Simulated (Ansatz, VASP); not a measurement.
**Be: VASP beside Ansatz**

Contents of INCAR:

```
PREC = Accurate ; ENCUT = 520
EDIFF = 1E-7 ; ISMEAR = -1
SIGMA = 0.1 ; LREAL = False
LASPH = True ; NELM = 60
ALGO = Normal ; ISIF = 2
LWAVE = False ; LCHARG = True
GGA = RP ; LELF = True
LVHAR = True ; NBANDS = 9
```

Contents of KPOINTS:

```
regular mesh
0
Gamma
  12 12 12
```

File POSCAR:

```
Be
1.0
    0.0000000000      2.5666095542      2.5666095542
    2.5666095542      0.0000000000      2.5666095542
    2.5666095542      2.5666095542      0.0000000000
Be
2
Direct
    0.1250000000      0.1250000000      0.1250000000
    0.8750000000      0.8750000000      0.8750000000
```

Input for Ansatz:

```yaml
crystal:
  lattice:
    - [0.0, 2.5666095542, 2.5666095542]
    - [2.5666095542, 0.0, 2.5666095542]
    - [2.5666095542, 2.5666095542, 0.0]
  atoms:
    - { symbol: Be, position: [0.125, 0.125, 0.125] }
    - { symbol: Be, position: [0.875, 0.875, 0.875] }
hamiltonian:
  xc: rpbe
  pseudopotentials:
    kind: paw
    azcp:
      Be: "pseudopotentials/Be.paw.azcp"
basis:
  ecutwfc: 420
  fft_grid_basis: typed
kpoints:
  mp_grid: { grid: [12, 12, 12], shift: [0, 0, 0] }
magnetization:
  spin_polarized: false
scf:
  occupations: { method: fermi_dirac, width: 0.1 }
  lower_state_search: "off"
output:
  stress: true
```

Alike in both runs: task single point; functional RPBE; k mesh 12 × 12 × 12; occupations fermi-dirac, width 0.1 eV; no spin polarisation.

|  | VASP | Ansatz |
| --- | --- | --- |
| version | VASP 6.6.1 | Ansatz 0.2.0 |
| potentials or method | VASP PAW PBE potentials, release 64 (Be), cutoff 520 eV | plane waves (420 eV) with PAW, scalar-relativistic |
| valence electrons in the cell | 4 | 4 |

```tsv
	VASP	Ansatz	Ansatz less VASP
pressure (GPa)	-3.9	-3.9	+0.01
```

VASP's potentials were made for PBE, not for RPBE.
